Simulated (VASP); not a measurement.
Crystal: ZnIn2.

```
CELL_PARAMETERS angstrom
0.00000 3.98029 3.98029
3.98029 0.00000 3.98029
3.98029 3.98029 0.00000
ATOMIC_POSITIONS crystal
Zn 0.00000 0.00000 0.00000
Zn 0.25000 0.25000 0.25000
In 0.62500 0.62500 0.62500
In 0.12500 0.62500 0.62500
In 0.62500 0.62500 0.12500
In 0.62500 0.12500 0.62500
```

```yaml
Program: VASP 6.6.1
Task: relaxation of cell and atoms
Functional: PBE
Potentials_or_basis: VASP PAW PBE potentials, release 64 (Zn, In_d)
Cutoff: 600 eV
k_mesh: 4 × 4 × 4
Occupations: gaussian, width 0.1 eV
Spin: no spin polarisation
```

At the start: pressure 15.0 GPa; volume 21.02 Å³/atom.

Q: How do energy, volume and symmetry change on relaxing?

A: Over 3 steps the energy falls by 218.7 meV/atom and the volume is 27.02 Å³/atom (+28.6 %); space group Fd-3m (No. 227, to 0.1 Å) before and after.

Step by step:
```
step  energy change (eV)  largest force (eV/Å)  pressure (GPa)  volume (Å³)
   1              0.0000                0.0000           14.96       126.12
   2             -1.3078                0.0000           -0.49       165.43
   3             -1.3123                0.0000            0.08       162.14
```

Final structure:
```cif
data_structure
_symmetry_space_group_name_H-M 'P 1'
_symmetry_Int_Tables_number 1
_cell_length_a 6.1207
_cell_length_b 6.1207
_cell_length_c 6.1207
_cell_angle_alpha 60.000
_cell_angle_beta 60.000
_cell_angle_gamma 60.000
_cell_volume 162.14
loop_
_atom_site_label
_atom_site_type_symbol
_atom_site_fract_x
_atom_site_fract_y
_atom_site_fract_z
_atom_site_occupancy
Zn1 Zn 0.00000 0.00000 0.00000 1
Zn2 Zn 0.25000 0.25000 0.25000 1
In1 In 0.62500 0.62500 0.62500 1
In2 In 0.12500 0.62500 0.62500 1
In3 In 0.62500 0.62500 0.12500 1
In4 In 0.62500 0.12500 0.62500 1
```

Caveat: the volume moved by over 15 % at a fixed basis, so the end points are rough.
